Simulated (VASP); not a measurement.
# CdF2 (Fm-3m) in VASP: further runs

Runs on CdF2. Level: PBE. Tasks: relaxation of cell and atoms, single point.

Program: VASP 6.6.1. These are calculated values, not measurements. Logs are shortened: lines on timing, memory, paths and dates and some standing lists are left out, and cuts for length are marked.

### 1 The cell of the first run

The structure is cubic, space group Fm-3m (No. 225). Conventional cell: a = 5.388 Å, b = 5.388 Å, c = 5.388 Å, α = 90.00°, β = 90.00°, γ = 90.00°. Cd (site symmetry m-3m) has 8 F at 2.33 Å within 3.1 Å. F (site symmetry -43m) has 4 Cd at 2.33 Å and 6 F at 2.69 Å within 3.1 Å.

### 2 Relaxation of cell and atoms, PBE, target pressure 6 GPa, at which the enthalpy is minimised

Input file INCAR:

```
SYSTEM = CdF2
ALGO = Normal
EDIFF = 1E-7
EDIFFG = -0.03
ENCUT = 600
GGA = PE
IBRION = 2
ISIF = 3
ISMEAR = -1
LASPH = .True.
LCHARG = .False.
LREAL = .False.
LWAVE = .False.
NELM = 80
NSW = 80
PREC = Accurate
PSTRESS = 60.0
SIGMA = 0.01
```

Input file KPOINTS:

```
k-points
0
Gamma
  6 6 6
  0 0 0
```

Input file POSCAR:

```
CdF2
1.0
    0.0000000000      2.6940000000      2.6940000000
    2.6940000000      0.0000000000      2.6940000000
    2.6940000000      2.6940000000      0.0000000000
Cd F
1 2
Direct
    0.0000000000      0.0000000000      0.0000000000
    0.2500000000      0.2500000000      0.2500000000
    0.7500000000      0.7500000000      0.7500000000
```

Potentials or basis: VASP PAW PBE potentials, release 64 (Cd, F).

On the command line:

```bash
$ cat potpaw_PBE.64/Cd/POTCAR potpaw_PBE.64/F/POTCAR > POTCAR
$ mpirun -np 1 vasp_std > vasp.out
```

OUTCAR:

```text
SYSTEM = CdF2
   EDIFF = 1E-7
   EDIFFG = -0.03
   ENCUT = 600
   GGA = PE
   IBRION = 2
   ISIF = 3
   ISMEAR = -1
   LASPH = .True.
   LREAL = .False.
   NELM = 80
   NSW = 80
   PREC = Accurate
   PSTRESS = 60.0

 ion  position               nearest neighbor table
   1  0.000  0.000  0.000-   3 2.33   3 2.33   3 2.33   2 2.33   3 2.33   2 2.33   2 2.33   2 2.33

   2  0.250  0.250  0.250-   1 2.33   1 2.33   1 2.33   1 2.33
   3  0.750  0.750  0.750-   1 2.33   1 2.33   1 2.33   1 2.33

  LATTYP: Found a face centered cubic cell.
 ALAT       =     5.3880000000

  Lattice vectors:

 A1 = (   0.0000000000,   2.6940000000,   2.6940000000)
 A2 = (   2.6940000000,   0.0000000000,   2.6940000000)
 A3 = (   2.6940000000,   2.6940000000,   0.0000000000)

Analysis of symmetry for initial positions (statically):
=====================================================================
 Subroutine PRICEL returns:
 Original cell was already a primitive cell.

 Routine SETGRP: Setting up the symmetry group for a
 face centered cubic supercell.

 Subroutine GETGRP returns: Found 48 space group operations
 (whereof 48 operations were pure point group operations)
 out of a pool of 48 trial point group operations.

The static configuration has the point symmetry O_h .

Analysis of symmetry for dynamics (positions and initial velocities):
=====================================================================
 Subroutine PRICEL returns:
 Original cell was already a primitive cell.

 Routine SETGRP: Setting up the symmetry group for a
 face centered cubic supercell.

 Subroutine GETGRP returns: Found 48 space group operations
 (whereof 48 operations were pure point group operations)
 out of a pool of 48 trial point group operations.

The dynamic configuration has the point symmetry O_h .

 Subroutine INISYM returns: Found 48 space group operations
 (whereof 48 operations are pure point group operations),
 and found     1 'primitive' translations

----------------------------------------------------------------------------------------

                                     Primitive cell

  volume of cell :      39.1041

  direct lattice vectors                    reciprocal lattice vectors
     0.000000000  2.694000000  2.694000000    -0.185597624  0.185597624  0.185597624
     2.694000000  0.000000000  2.694000000     0.185597624 -0.185597624  0.185597624
     2.694000000  2.694000000  0.000000000     0.185597624  0.185597624 -0.185597624

  length of vectors
     3.809891337  3.809891337  3.809891337     0.321464515  0.321464515  0.321464515

  position of ions in fractional coordinates (direct lattice)
     0.000000000  0.000000000  0.000000000
     0.250000000  0.250000000  0.250000000
     0.750000000  0.750000000  0.750000000

  ion indices of the primitive-cell ions
   primitive index   ion index
                 1           1
                 2           2
                 3           3

----------------------------------------------------------------------------------------

 KPOINTS: k-points

Automatic generation of k-mesh.
 Grid dimensions read from file:
 generate k-points for:    6    6    6

 Generating k-lattice:

  Cartesian coordinates                     Fractional coordinates (reciprocal lattice)
    -0.030932937  0.030932937  0.030932937     0.166666667  0.000000000  0.000000000
     0.030932937 -0.030932937  0.030932937     0.000000000  0.166666667  0.000000000
     0.030932937  0.030932937 -0.030932937     0.000000000  0.000000000  0.166666667

  Length of vectors
     0.053577419  0.053577419  0.053577419

  Shift w.r.t. Gamma in fractional coordinates (k-lattice)
     0.000000000  0.000000000  0.000000000

 Subroutine IBZKPT returns following result:
 ===========================================

 Found     16 irreducible k-points:

 Following reciprocal coordinates:
            Coordinates               Weight
  0.000000  0.000000  0.000000      1.000000
  0.166667  0.000000  0.000000      8.000000
  0.333333  0.000000  0.000000      8.000000
  0.500000  0.000000  0.000000      4.000000
  0.166667  0.166667  0.000000      6.000000
  0.333333  0.166667  0.000000     24.000000
[... 8 lines left out ...]
 -0.333333  0.333333  0.166667     24.000000
 -0.333333  0.500000  0.166667     12.000000
   k-points           NKPTS =     16   k-points in BZ     NKDIM =     16   number of bands    NBANDS=     17
   number of dos      NEDOS =    301   number of ions     NIONS =      3
   total plane-waves  NPLWV =  27000
   dimension x,y,z NGX =    30 NGY =   30 NGZ =   30
   dimension x,y,z NGXF=    60 NGYF=   60 NGZF=   60
   ions per type =               1   2
   NGX,Y,Z   is equivalent  to a cutoff of  13.09, 13.09, 13.09 a.u.
   NGXF,Y,Z  is equivalent  to a cutoff of  26.18, 26.18, 26.18 a.u.
 SYSTEM =  CdF2
   PREC   = accura    normal or accurate (medium, high low for compatibility)
   ISTART =      0    job   : 0-new  1-cont  2-samecut
   ICHARG =      2    charge: 1-file 2-atom 10-const
   ISPIN  =      1    spin polarized calculation?
   LNONCOLLINEAR =      F non collinear calculations
   LSORBIT =      F    spin-orbit coupling
   LASPH  =      T    aspherical Exc in radial PAW
   ENCUT  =  600.0 eV  44.10 Ry    6.64 a.u.   7.61  7.61  7.61*2*pi/ulx,y,z
   NELM   =     80;   NELMIN=  2; NELMDL= -5     # of ELM steps
   EDIFF  = 0.1E-06   stopping-criterion for ELM
   LREAL  =      F    real-space projection
   EDIFFG = -.3E-01   stopping-criterion for IOM
   NSW    =     80    number of steps for IOM
   IBRION =      2    ionic relax: 0-MD 1-quasi-New 2-CG
   NFREE  =      1    steps in history (QN), initial steepest desc. (CG)
   ISIF   =      3    stress and relaxation
   ISYM   =      2    0-nonsym 1-usesym 2-fastsym
   POTIM  = 0.5000    time-step for ionic-motion
   TEBEG  =    0.0;   TEEND  =   0.0 temperature during run
   PSTRESS=   60.0 pullay stress
   NELECT =      26.0000    total number of electrons
   NUPDOWN=      -1.0000    fix difference up-down
   EMIN   =  10.00;   EMAX   =-10.00  energy-range for DOS
   EFERMI =   0.00;   METHOD = LEGACY
   ISMEAR =    -1;   SIGMA  =   0.01  broadening in eV -4-tet -1-fermi 0-gaus
   EFERMI_NEDOS =   21; number of points for ismear=-14 and -15
   IALGO  =     38    algorithm
   IMIX   =      4    mixing-type and parameters
     AMIX     =   0.40;   BMIX     =  1.00
     AMIX_MAG =   1.60;   BMIX_MAG =  1.00
  volume/ion in A,a.u.               =      13.03        87.96
  Fermi-wavevector in a.u.,A,eV,Ry     =   1.428867  2.700166 27.778468  2.041660
  Thomas-Fermi vector in A             =   2.548882
   LORBIT       =      0    0 simple, 1 ext, 2 COOP (PROOUT), +10 PAW based schemes
   GGA     = PE    functional components
   LHFCALC =     F    Hartree Fock is set to
   AEXX    =    0.0000 exact exchange contribution
   IVDW    =     0    specifies the selected vdW correction
   LEPSILON=     F    determine dielectric tensor
   LRPA    =     F    only Hartree local field effects (RPA)
 conjugate gradient relaxation of ions
 non-spin polarized calculation
  energy-cutoff  :      600.00
  volume of cell :       39.10
 maximum number of plane-waves:      1315
   NGX = 15   NGY = 15   NGZ = 15

 number of electron      25.9999977 magnetization

 Free energy of the ion-electron system (eV)
  ---------------------------------------------------
  ext. energy  EPLUGINS =         0.00000000
  ---------------------------------------------------
  free energy    TOTEN  =       -10.86289526 eV

  energy without entropy =      -10.86289526  energy(sigma->0) =      -10.86289526

 E-fermi :  -1.0429     XC(G=0): -10.4118

 val. band max:       -1.3337898623   @ k =  -0.3333   0.5000   0.1667
 cond. band min:       1.7554561667   @ k =   0.0000   0.0000   0.0000
 fundamental gap:      3.0892460290
 Fermi energy:        -1.0428717037

 k-point     1 :       0.0000    0.0000    0.0000
  band No.  band energies     occupation
      1     -22.1194      2.00000
      2     -21.0142      2.00000
      3      -6.9289      2.00000
      4      -6.9289      2.00000
      5      -6.9289      2.00000
      6      -5.7208      2.00000
[... 9 lines left out ...]
     16      11.3921      0.00000
     17      11.3921      0.00000

 k-point     2 :       0.1667    0.0000    0.0000
  band No.  band energies     occupation
      1     -22.0330      2.00000
      2     -21.0914      2.00000
      3      -6.8288      2.00000
      4      -6.8288      2.00000
      5      -6.6401      2.00000
      6      -5.7477      2.00000
[... 9 lines left out ...]
     16      11.7889      0.00000
     17      11.7889      0.00000

 k-point     3 :       0.3333    0.0000    0.0000
  band No.  band energies     occupation
      1     -21.8146      2.00000
      2     -21.2867      2.00000
      3      -6.6513      2.00000
      4      -6.6513      2.00000
      5      -5.9419      2.00000
      6      -5.7262      2.00000
[... 9 lines left out ...]
     16      12.6757      0.00000
     17      12.6757      0.00000

 k-point     4 :       0.5000    0.0000    0.0000
  band No.  band energies     occupation
      1     -21.5810      2.00000
      2     -21.5065      2.00000
      3      -6.5889      2.00000
      4      -6.5889      2.00000
      5      -5.6500      2.00000
      6      -5.6500      2.00000
[... 9 lines left out ...]
     16      13.1866      0.00000
     17      13.1866      0.00000
[... 183 lines left out ...]
      1     -21.6971      2.00000
      2     -21.3722      2.00000
      3      -6.4644      2.00000
      4      -6.3214      2.00000
      5      -6.0743      2.00000
      6      -5.7250      2.00000
[... 9 lines left out ...]
     16      11.6628      0.00000
     17      12.3781      0.00000

 k-point    15 :      -0.3333    0.3333    0.1667
  band No.  band energies     occupation
      1     -21.5366      2.00000
      2     -21.5179      2.00000
      3      -6.4114      2.00000
      4      -6.2184      2.00000
      5      -5.8728      2.00000
      6      -5.7928      2.00000
[... 9 lines left out ...]
     16      10.9961      0.00000
     17      11.8690      0.00000

 k-point    16 :      -0.3333    0.5000    0.1667
  band No.  band energies     occupation
      1     -21.5873      2.00000
      2     -21.4549      2.00000
      3      -6.4880      2.00000
      4      -5.9674      2.00000
      5      -5.9066      2.00000
      6      -5.8384      2.00000
[... 9 lines left out ...]
     16      10.2815      0.00000
     17      11.5071      0.00000

------------------------ aborting loop because EDIFF is reached ----------------------------------------

  FORCE on cell =-STRESS in cart. coord.  units (eV):
  Direction    XX          YY          ZZ          XY          YZ          ZX
  --------------------------------------------------------------------------------------
  -------------------------------------------------------------------------------------
  Total        1.4669150      1.4669150      1.4669150     -0.0000000      0.0000000     -0.0000000
  in kB       60.1025294     60.1025294     60.1025294     -0.0000000      0.0000000     -0.0000000
  external PRESSURE =       0.1025294 kB  Pullay stress =      60.0000000 kB

 VOLUME and BASIS-vectors are now :
 -----------------------------------------------------------------------------
  energy-cutoff  :      600.00
  volume of cell :       39.10
      direct lattice vectors                 reciprocal lattice vectors
     0.000000000  2.694000000  2.694000000    -0.185597624  0.185597624  0.185597624
     2.694000000  0.000000000  2.694000000     0.185597624 -0.185597624  0.185597624
     2.694000000  2.694000000  0.000000000     0.185597624  0.185597624 -0.185597624

 POSITION                                       TOTAL-FORCE (eV/Angst)
 -----------------------------------------------------------------------------------
      0.00000      0.00000      0.00000        -0.000000      0.000000      0.000000
      1.34700      1.34700      1.34700         0.000000     -0.000000     -0.000000
      4.04100      4.04100      4.04100        -0.000000     -0.000000      0.000000
 -----------------------------------------------------------------------------------
    total drift:                                0.000000     -0.000000      0.000000

  FREE ENERGIE OF THE ION-ELECTRON SYSTEM (eV)
  ---------------------------------------------------
  free  energy   TOTEN  =       -10.8628952634 eV

  energy  without entropy=      -10.8628952634  energy(sigma->0) =      -10.86289526

  enthalpy is  TOTEN    =        -9.3984827279 eV   P V=        1.4644125355

 reached required accuracy - stopping structural energy minimisation
```

Run time: 7 s. Hardware: 1 thread of Intel Xeon 6975P-C (Granite Rapids), shared host; peak memory 0.16 GiB.

Results:

- Free energy: -10.8629 eV
- Pressure after relaxing: 6.0 GPa
- Band gap on the k mesh: 3.09 eV, indirect (least direct gap 3.57 eV)

Final structure:
```
CELL_PARAMETERS angstrom
0.00000 2.69400 2.69400
2.69400 0.00000 2.69400
2.69400 2.69400 0.00000
ATOMIC_POSITIONS crystal
Cd 0.00000 0.00000 0.00000
F 0.25000 0.25000 0.25000
F 0.75000 0.75000 0.75000
```

Caveat: the relaxation stopped at its first step, so nothing moved; the cell is relaxed towards a set pressure, so the enthalpy falls and the energy may rise. A k mesh can miss the band edges.

(Continued in part 2 of 2.)
